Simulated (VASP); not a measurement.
Input of a VASP 6.6.1 run:

File INCAR:

```
PREC     = Accurate       # precision mode
ENCUT    = 520            # plane-wave cutoff, eV
EDIFF    = 1E-6           # SCF threshold, eV
ISMEAR   = -1             # smearing method
SIGMA    = 0.01           # smearing width, eV
LREAL    = Auto         
LASPH    = True           # aspherical terms in the spheres
NELM     = 100            # most SCF steps
ALGO     = Normal         # electronic algorithm
ISIF     = 2              # what is computed and relaxed
LWAVE    = False          # write WAVECAR
LCHARG   = False          # write CHGCAR
GGA      = PE             # functional
NELECT   = 288.0        
NBANDS   = 166            # bands
```

The input KPOINTS:

```
regular mesh
0
Gamma
  3 3 2
```

The input POSCAR:

```
Zn16PO15
1.0
    6.4986160000      0.0000000000      0.0000000000
   -3.2493080000      5.6279665454      0.0000000000
    0.0000000000      0.0000000000     10.4114180000
Zn P O
16 1 15
Direct
    0.1552948637      0.3447051363      0.2626209754
    0.1656137070      0.3343862930      0.7403159037
    0.1552948637      0.8105897273      0.2626209754
    0.1656137070      0.8312274140      0.7403159037
    0.6894102727      0.3447051363      0.2626209754
    0.6687725860      0.3343862930      0.7403159037
    0.6666666667      0.8333333333      0.2412622772
    0.6666666667      0.8333333333      0.7618062000
    0.3333333333      0.1666666667     -0.0266668651
    0.3333333333      0.1666666667      0.4896495430
    0.3253150714      0.6626575357      0.0020031484
    0.3440335749      0.6720167875      0.5032844434
    0.8373424643      0.1746849286      0.0020031484
    0.8279832125      0.1559664251      0.5032844434
    0.8373424643      0.6626575357      0.0020031484
    0.8279832125      0.6720167875      0.5032844434
    0.3333333333      0.1666666667      0.1842764922
    0.3333333333      0.1666666667      0.6842841687
    0.3305675223      0.6652837611      0.1909393964
    0.3427288748      0.6713644374      0.6910410772
    0.8347162389      0.1694324777      0.1909393964
    0.8286355626      0.1572711252      0.6910410772
    0.8347162389      0.6652837611      0.1909393964
    0.8286355626      0.6713644374      0.6910410772
    0.1616437376      0.3383562624      0.4538648373
    0.1612344259      0.3387655741      0.9271849065
    0.1616437376      0.8232874752      0.4538648373
    0.1612344259      0.8224688517      0.9271849065
    0.6767125248      0.3383562624      0.4538648373
    0.6775311483      0.3387655741      0.9271849065
    0.6666666667      0.8333333333      0.4342931266
    0.6666666667      0.8333333333      0.9494109929
```

Potentials or basis: VASP PAW PBE potentials, release 64 (Zn, P, O).

Run with:

```sh
$ cat potpaw_PBE.64/Zn/POTCAR potpaw_PBE.64/P/POTCAR potpaw_PBE.64/O/POTCAR > POTCAR
$ mpirun -np 1 vasp_std > vasp.out
```

(1) What does it give for the largest force?

## Answers

(1) 0.061 eV/Å.

Caveat: the k points lie up to 0.37 Å⁻¹ apart; the cell carries a net charge on a neutralising background, which shifts energy and pressure.
